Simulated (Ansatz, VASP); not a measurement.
B: VASP beside Ansatz

```
CELL_PARAMETERS angstrom
1.69183 0.00000 0.00000
-0.84592 1.46517 0.00000
0.00000 0.00000 9.03501
ATOMIC_POSITIONS crystal
B 0.33333 0.66667 0.25000
B 0.66667 0.33333 0.75000
```

Alike in both runs: task single point; functional PBE; k mesh 34 × 34 × 6; occupations fermi-dirac, width 0.1 eV; no spin polarisation.

|  | VASP | Ansatz |
| --- | --- | --- |
| version | VASP 6.6.1 | Ansatz 0.2.0 |
| potentials or method | VASP PAW PBE potentials, release 64 (B), cutoff 520 eV | plane waves (420 eV) with PAW, scalar-relativistic |
| valence electrons in the cell | 6 | 6 |

```tsv
	VASP	Ansatz	Ansatz less VASP
pressure (GPa)	5.3	5.4	+0.05
traceless stress, the component that is largest in VASP (GPa)	-5.44	-5.40	+0.041
```
